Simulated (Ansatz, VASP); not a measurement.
Sn2PbS3 in VASP and in Ansatz

Contents of INCAR:

```
PREC = Accurate
ENCUT = 520
EDIFF = 1E-6
ISMEAR = 0
SIGMA = 0.1
LREAL = False
LASPH = True
NELM = 100
ALGO = Normal
ISIF = 2
LWAVE = False
LCHARG = False
GGA = PE
NBANDS = 72
```

KPOINTS

```
Automatic mesh
0
Gamma
  4 4 1
```

File POSCAR:

```
Sn2PbS3
1.0
   -4.1445298000      0.0000000000      0.0000000000
    2.0722649000     -5.9759227000      0.0000000000
    0.0000000000      0.0000000000     12.5163943000
Sn Pb S
4 2 6
Direct
    0.3692900000      0.7385800000      0.5836360000
    0.3692900000      0.7385800000      0.9163640000
    0.6307100000      0.2614200000      0.4163640000
    0.6307100000      0.2614200000      0.0836360000
    0.3735990000      0.7471980000      0.2500000000
    0.6264010000      0.2528020000      0.7500000000
    0.1451640000      0.2903280000      0.2500000000
    0.1527820000      0.3055640000      0.5791330000
    0.1527820000      0.3055640000      0.9208670000
    0.8472180000      0.6944360000      0.4208670000
    0.8548360000      0.7096720000      0.7500000000
    0.8472180000      0.6944360000      0.0791330000
```

Input for Ansatz:

```yaml
crystal:
  lattice:
    - [-4.1445298, 0.0, 0.0]
    - [2.0722649, -5.9759227, 0.0]
    - [0.0, 0.0, 12.5163943]
  atoms:
    - { symbol: Sn, position: [0.36929, 0.73858, 0.583636] }
    - { symbol: Sn, position: [0.36929, 0.73858, 0.916364] }
    - { symbol: Sn, position: [0.63071, 0.26142, 0.416364] }
    - { symbol: Sn, position: [0.63071, 0.26142, 0.083636] }
    - { symbol: Pb, position: [0.373599, 0.747198, 0.25] }
    - { symbol: Pb, position: [0.626401, 0.252802, 0.75] }
    - { symbol: S, position: [0.145164, 0.290328, 0.25] }
    - { symbol: S, position: [0.152782, 0.305564, 0.579133] }
    - { symbol: S, position: [0.152782, 0.305564, 0.920867] }
    - { symbol: S, position: [0.847218, 0.694436, 0.420867] }
    - { symbol: S, position: [0.854836, 0.709672, 0.75] }
    - { symbol: S, position: [0.847218, 0.694436, 0.079133] }
basis:
  ecutwfc: 420
kpoints:
  mp_grid: { grid: [4, 4, 1] }
hamiltonian:
  xc: pbe
scf:
  occupations: { method: gaussian, width: 0.1 }
  lower_state_search: "off"
output:
  forces: true
  stress: true
  eigenvalues: true
```

Alike in both runs: task single point; functional PBE; k mesh 4 × 4 × 1; occupations gaussian, width 0.1 eV; no spin polarisation.

|  | VASP | Ansatz |
| --- | --- | --- |
| version | VASP 6.6.1 | Ansatz 0.2.0 |
| potentials or method | VASP PAW PBE potentials, release 64 (Sn_d, Pb_d, S), cutoff 520 eV | scalar-relativistic, plane waves, PAW |
| valence electrons in the cell | 120 | 120 |

|  | VASP | Ansatz | Ansatz less VASP |
| --- | --- | --- | --- |
| gap on the k mesh at the Fermi level (eV) | 0.44 | 0.45 | +0.010 |
| least direct gap on the mesh (eV) | 0.44 | 0.45 | +0.010 |
| pressure (GPa) | 0.0 | 0.0 | +0.06 |
| traceless stress, the component that is largest in VASP (GPa) | -0.40 | -0.42 | -0.012 |
| rms of the force components (eV/Å) | 0.041 | 0.039 | -0.0012 |

Atom by atom the forces differ by 0.002 eV/Å (rms over components).

The k mesh is coarse, so the values compare programs but aren't converged. Neither program's run includes spin-orbit coupling.
